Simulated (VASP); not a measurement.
# MoPb (P4/mmm) in VASP: single point with r2SCAN

Aim: the single point of MoPb with r2SCAN.

All numbers are computed with VASP 6.6.1; they aren't measurements. Logs are shortened: lines on timing, memory, paths and dates and some standing lists are left out, and cuts for length are marked.

### Step 1. The cell of the first run

It takes space group P4/mmm (No. 123, tetragonal). Conventional cell: a = 3.205 Å, b = 3.205 Å, c = 4.304 Å, α = 90.00°, β = 90.00°, γ = 90.00°. Pb (site symmetry 4/mmm) has 8 Mo at 3.13 Å and 4 Pb at 3.20 Å within 4.1 Å. Mo (site symmetry 4/mmm) has 8 Pb at 3.13 Å and 4 Mo at 3.20 Å within 4.1 Å.

### Step 2. Single point, r2SCAN

POSCAR reads:

```
MoPb
1.0
    3.2048770000      0.0000000000      0.0000000000
    0.0000000000      3.2048770000      0.0000000000
    0.0000000000      0.0000000000      4.3040570000
Pb Mo
1 1
Direct
    0.0000000000      0.0000000000      0.0000000000
    0.5000000000      0.5000000000      0.5000000000
```

INCAR.step1 reads:

```
SYSTEM = MoPb
  PREC = Accurate
  ENCUT = 520
  ISMEAR = -1
  SIGMA = 0.1
  LREAL = .False.
  LASPH = .True.
  NELM = 100
  NBANDS = 21
  GGA = PE
  ALGO = Normal
  EDIFF = 1E-4
  LWAVE = .True.
  LCHARG = .False.
```

INCAR.step2 reads:

```
SYSTEM = MoPb
  PREC = Accurate
  ENCUT = 520
  EDIFF = 1E-6
  ISMEAR = -1
  SIGMA = 0.1
  LREAL = .False.
  LASPH = .True.
  NELM = 100
  ALGO = Normal
  ISIF = 2
  LWAVE = .False.
  LCHARG = .False.
  METAGGA = R2SCAN
  LMIXTAU = .True.
  NBANDS = 21
  ISTART = 1
```

KPOINTS reads:

```
Automatic mesh
0
Gamma
  10 10 8
  0 0 0
```

Potentials or basis: VASP PAW PBE potentials, release 64 (Pb_d, Mo_sv).

Command:

```console
cat potpaw_PBE.64/Pb_d/POTCAR potpaw_PBE.64/Mo_sv/POTCAR > POTCAR
cp INCAR.step1 INCAR
mpirun -np 1 vasp_std > vasp.out
cp INCAR.step2 INCAR
mpirun -np 1 vasp_std > vasp.out
```

OUTCAR:

```text
SYSTEM = MoPb
   PREC = Accurate
   ENCUT = 520
   EDIFF = 1E-6
   ISMEAR = -1
   LREAL = .False.
   LASPH = .True.
   NELM = 100
   ISIF = 2
   METAGGA = R2SCAN
   ISTART = 1

 ion  position               nearest neighbor table
   1  0.000  0.000  0.000-   2 3.13   2 3.13   2 3.13   2 3.13   2 3.13   2 3.13   2 3.13   2 3.13

   2  0.500  0.500  0.500-   1 3.13   1 3.13   1 3.13   1 3.13   1 3.13   1 3.13   1 3.13   1 3.13

  LATTYP: Found a simple tetragonal cell.
 ALAT       =     3.2048770000
 C/A-ratio  =     1.3429710407

  Lattice vectors:

 A1 = (   3.2048770000,   0.0000000000,   0.0000000000)
 A2 = (   0.0000000000,   3.2048770000,   0.0000000000)
 A3 = (   0.0000000000,   0.0000000000,   4.3040570000)

Analysis of symmetry for initial positions (statically):
=====================================================================
 Subroutine PRICEL returns:
 Original cell was already a primitive cell.

 Routine SETGRP: Setting up the symmetry group for a
 simple tetragonal supercell.

 Subroutine GETGRP returns: Found 16 space group operations
 (whereof 16 operations were pure point group operations)
 out of a pool of 16 trial point group operations.

The static configuration has the point symmetry D_4h.

Analysis of symmetry for dynamics (positions and initial velocities):
=====================================================================
 Subroutine PRICEL returns:
 Original cell was already a primitive cell.

 Routine SETGRP: Setting up the symmetry group for a
 simple tetragonal supercell.

 Subroutine GETGRP returns: Found 16 space group operations
 (whereof 16 operations were pure point group operations)
 out of a pool of 16 trial point group operations.

The dynamic configuration has the point symmetry D_4h.

 Subroutine INISYM returns: Found 16 space group operations
 (whereof 16 operations are pure point group operations),
 and found     1 'primitive' translations

----------------------------------------------------------------------------------------

                                     Primitive cell

  volume of cell :      44.2080

  direct lattice vectors                    reciprocal lattice vectors
     3.204877000  0.000000000  0.000000000     0.312024455  0.000000000  0.000000000
     0.000000000  3.204877000  0.000000000     0.000000000  0.312024455  0.000000000
     0.000000000  0.000000000  4.304057000     0.000000000  0.000000000  0.232338930

  length of vectors
     3.204877000  3.204877000  4.304057000     0.312024455  0.312024455  0.232338930

  position of ions in fractional coordinates (direct lattice)
     0.000000000  0.000000000  0.000000000
     0.500000000  0.500000000  0.500000000

  ion indices of the primitive-cell ions
   primitive index   ion index
                 1           1
                 2           2

----------------------------------------------------------------------------------------

 KPOINTS: Automatic mesh

Automatic generation of k-mesh.
 Grid dimensions read from file:
 generate k-points for:   10   10    8

 Generating k-lattice:

  Cartesian coordinates                     Fractional coordinates (reciprocal lattice)
     0.031202446  0.000000000  0.000000000     0.100000000  0.000000000  0.000000000
     0.000000000  0.031202446  0.000000000     0.000000000  0.100000000  0.000000000
     0.000000000  0.000000000  0.029042366     0.000000000  0.000000000  0.125000000

  Length of vectors
     0.031202446  0.031202446  0.029042366

  Shift w.r.t. Gamma in fractional coordinates (k-lattice)
     0.000000000  0.000000000  0.000000000

 Subroutine IBZKPT returns following result:
 ===========================================

 Found    105 irreducible k-points:

 Following reciprocal coordinates:
            Coordinates               Weight
  0.000000  0.000000  0.000000      1.000000
  0.100000  0.000000  0.000000      4.000000
  0.200000  0.000000  0.000000      4.000000
  0.300000  0.000000  0.000000      4.000000
  0.400000  0.000000  0.000000      4.000000
  0.500000  0.000000  0.000000      2.000000
[... 16 lines left out ...]
  0.100000  0.000000  0.125000      8.000000
  0.200000  0.000000  0.125000      8.000000
 [... further k-points ...]
   k-points           NKPTS =    105   k-points in BZ     NKDIM =    105   number of bands    NBANDS=     21
   number of dos      NEDOS =    301   number of ions     NIONS =      2
   total plane-waves  NPLWV =  18432
   dimension x,y,z NGX =    24 NGY =   24 NGZ =   32
   dimension x,y,z NGXF=    48 NGYF=   48 NGZF=   64
   ions per type =               1   1
   NGX,Y,Z   is equivalent  to a cutoff of  12.45, 12.45, 12.36 a.u.
   NGXF,Y,Z  is equivalent  to a cutoff of  24.90, 24.90, 24.72 a.u.
 SYSTEM =  MoPb
   PREC   = accura    normal or accurate (medium, high low for compatibility)
   ISTART =      1    job   : 0-new  1-cont  2-samecut
   ICHARG =      0    charge: 1-file 2-atom 10-const
   ISPIN  =      1    spin polarized calculation?
   LNONCOLLINEAR =      F non collinear calculations
   LSORBIT =      F    spin-orbit coupling
   LASPH  =      T    aspherical Exc in radial PAW
   ENCUT  =  520.0 eV  38.22 Ry    6.18 a.u.   5.96  5.96  8.00*2*pi/ulx,y,z
   NELM   =    100;   NELMIN=  2; NELMDL=  0     # of ELM steps
   EDIFF  = 0.1E-05   stopping-criterion for ELM
   LREAL  =      F    real-space projection
   EDIFFG = 0.1E-04   stopping-criterion for IOM
   NSW    =      0    number of steps for IOM
   IBRION =     -1    ionic relax: 0-MD 1-quasi-New 2-CG
   NFREE  =      0    steps in history (QN), initial steepest desc. (CG)
   ISIF   =      2    stress and relaxation
   ISYM   =      2    0-nonsym 1-usesym 2-fastsym
   POTIM  = 0.5000    time-step for ionic-motion
   TEBEG  =    0.0;   TEEND  =   0.0 temperature during run
   PSTRESS=    0.0 pullay stress
   NELECT =      28.0000    total number of electrons
   NUPDOWN=      -1.0000    fix difference up-down
   EMIN   =  10.00;   EMAX   =-10.00  energy-range for DOS
   EFERMI =   0.00;   METHOD = LEGACY
   ISMEAR =    -1;   SIGMA  =   0.10  broadening in eV -4-tet -1-fermi 0-gaus
   EFERMI_NEDOS =   21; number of points for ismear=-14 and -15
   IALGO  =     38    algorithm
   IMIX   =      4    mixing-type and parameters
     AMIX     =   0.40;   BMIX     =  1.00
     AMIX_MAG =   1.60;   BMIX_MAG =  1.00
  volume/ion in A,a.u.               =      22.10       149.17
  Fermi-wavevector in a.u.,A,eV,Ry     =   1.405920  2.656803 26.893424  1.976611
  Thomas-Fermi vector in A             =   2.528333
   LORBIT       =      0    0 simple, 1 ext, 2 COOP (PROOUT), +10 PAW based schemes
   METAGGA = R2SCAN    functional components
   LHFCALC =     F    Hartree Fock is set to
   AEXX    =    0.0000 exact exchange contribution
   IVDW    =     0    specifies the selected vdW correction
   LEPSILON=     F    determine dielectric tensor
   LRPA    =     F    only Hartree local field effects (RPA)
 non-spin polarized calculation
  energy-cutoff  :      520.00
  volume of cell :       44.21
 maximum number of plane-waves:      1216
 NGX is ok and might be reduce to    24
   NGX = 11   NGY = 11   NGZ = 17

 number of electron      28.0000015 magnetization

 Free energy of the ion-electron system (eV)
  ---------------------------------------------------
  ext. energy  EPLUGINS =         0.00000000
  ---------------------------------------------------
  free energy    TOTEN  =       -80.04636072 eV

  energy without entropy =      -79.92988851  energy(sigma->0) =      -79.98812462

 E-fermi :   9.5483     XC(G=0): -12.6188

 val. band max:        9.5451637395   @ k =   0.2000   0.0000   0.5000
 cond. band min:       9.5561044575   @ k =   0.5000   0.2000   0.3750
 fundamental gap:      0.0109407180
 Fermi energy:         9.5483289012

 k-point     1 :       0.0000    0.0000    0.0000
  band No.  band energies     occupation
      1     -53.4079      2.00000
      2     -26.7880      2.00000
      3     -26.6490      2.00000
      4     -26.6490      2.00000
      5      -8.4848      2.00000
      6      -8.1587      2.00000
[... 13 lines left out ...]
     20      20.8458      0.00000
     21      21.1049      0.00000

 k-point     2 :       0.1000    0.0000    0.0000
  band No.  band energies     occupation
      1     -53.4061      2.00000
      2     -26.7859      2.00000
      3     -26.6714      2.00000
      4     -26.6472      2.00000
      5      -8.4498      2.00000
      6      -8.1364      2.00000
[... 13 lines left out ...]
     20      20.8573      0.00000
     21      21.2622      0.00000

 k-point     3 :       0.2000    0.0000    0.0000
  band No.  band energies     occupation
      1     -53.4017      2.00000
      2     -26.7802      2.00000
      3     -26.7297      2.00000
      4     -26.6426      2.00000
      5      -8.3756      2.00000
      6      -8.0617      2.00000
[... 13 lines left out ...]
     20      20.3723      0.00000
     21      21.0887      0.00000

 k-point     4 :       0.3000    0.0000    0.0000
  band No.  band energies     occupation
      1     -53.3961      2.00000
      2     -26.8012      2.00000
      3     -26.7731      2.00000
      4     -26.6368      2.00000
      5      -8.3152      2.00000
      6      -8.0312      2.00000
[... 13 lines left out ...]
     20      19.3991      0.00000
     21      19.6333      0.00000

 k-point     5 :       0.4000    0.0000    0.0000
  band No.  band energies     occupation
      1     -53.3916      2.00000
      2     -26.8584      2.00000
      3     -26.7674      2.00000
      4     -26.6322      2.00000
      5      -8.2825      2.00000
      6      -8.0846      2.00000
[... 13 lines left out ...]
     20      18.1418      0.00000
     21      18.3303      0.00000
[... 382 lines left out ...]
     20      17.2426      0.00000
     21      17.2426      0.00000

 k-point    22 :       0.0000    0.0000    0.1250
  band No.  band energies     occupation
      1     -53.4078      2.00000
      2     -26.7899      2.00000
      3     -26.6490      2.00000
      4     -26.6490      2.00000
      5      -8.4839      2.00000
      6      -8.1518      2.00000
[... 13 lines left out ...]
     20      20.2518      0.00000
     21      20.5642      0.00000

 k-point    23 :       0.1000    0.0000    0.1250
  band No.  band energies     occupation
      1     -53.4061      2.00000
      2     -26.7876      2.00000
      3     -26.6714      2.00000
      4     -26.6472      2.00000
      5      -8.4490      2.00000
      6      -8.1295      2.00000
[... 13 lines left out ...]
     20      20.3396      0.00000
     21      21.2076      0.00000

 k-point    24 :       0.2000    0.0000    0.1250
  band No.  band energies     occupation
      1     -53.4016      2.00000
      2     -26.7817      2.00000
      3     -26.7296      2.00000
      4     -26.6426      2.00000
      5      -8.3748      2.00000
      6      -8.0552      2.00000
[... 13 lines left out ...]
     20      19.7024      0.00000
     21      20.9396      0.00000

 [... further k-points ...]

------------------------ aborting loop because EDIFF is reached ----------------------------------------

  FORCE on cell =-STRESS in cart. coord.  units (eV):
  Direction    XX          YY          ZZ          XY          YZ          ZX
  --------------------------------------------------------------------------------------
  -------------------------------------------------------------------------------------
  Total       -2.4719768     -2.4719768     -3.4427935      0.0000000      0.0000000      0.0000000
  in kB      -89.5889045    -89.5889045   -124.7730556      0.0000000      0.0000000      0.0000000
  external PRESSURE =    -101.3169549 kB  Pullay stress =       0.0000000 kB

 VOLUME and BASIS-vectors are now :
 -----------------------------------------------------------------------------
  energy-cutoff  :      520.00
  volume of cell :       44.21
      direct lattice vectors                 reciprocal lattice vectors
     3.204877000  0.000000000  0.000000000     0.312024455  0.000000000  0.000000000
     0.000000000  3.204877000  0.000000000     0.000000000  0.312024455  0.000000000
     0.000000000  0.000000000  4.304057000     0.000000000  0.000000000  0.232338930

 POSITION                                       TOTAL-FORCE (eV/Angst)
 -----------------------------------------------------------------------------------
      0.00000      0.00000      0.00000         0.000000      0.000000      0.000000
      1.60244      1.60244      2.15203         0.000000      0.000000      0.000000
 -----------------------------------------------------------------------------------
    total drift:                                0.000000      0.000000     -0.000000

  FREE ENERGIE OF THE ION-ELECTRON SYSTEM (eV)
  ---------------------------------------------------
  free  energy   TOTEN  =       -80.0463607241 eV

  energy  without entropy=      -79.9298885061  energy(sigma->0) =      -79.98812462
```

Run time: 5.8 min. Hardware: 1 thread of Intel Xeon 8259CL, shared host; peak memory 0.2 GiB.

Results:

```yaml
Free_energy: -80.0464 eV
Pressure: -10.1 GPa
Band_gap_on_the_k_mesh: zero (bands 14 and 15 overlap by 1.63 eV)
```

Stress tensor (GPa, compression positive):
```
 -8.96   0.00   0.00
  0.00  -8.96   0.00
  0.00   0.00 -12.48
```

Levels at points of the mesh, in eV from the Fermi level:
```csv
k point,band 11,band 12,band 13,band 14,band 15,band 16,band 17,band 18
"(0.00, 0.00, 0.00)",-2.59,-2.39,-1.42,0.61,0.61,1.46,3.85,4.76
"(0.50, 0.00, 0.00)",-5.90,-3.14,-1.99,-0.24,0.66,2.59,4.52,6.25
"(0.50, 0.50, 0.00)",-2.51,-2.51,-1.04,-1.01,-1.01,0.13,2.35,3.57
"(0.00, 0.00, 0.50)",-6.24,-2.44,-0.78,-0.31,-0.31,1.43,7.95,7.95
"(0.50, 0.00, 0.50)",-4.18,-2.55,-2.34,0.16,0.24,0.64,1.18,4.21
"(0.50, 0.50, 0.50)",-4.10,-4.10,-3.86,0.37,2.36,3.53,3.53,3.70
```

Caveat: the cell stands under tension; the PAW data sets were made with another functional, which shifts forces and pressure a little; spin-orbit coupling is left out, which moves the levels of the heavy elements.
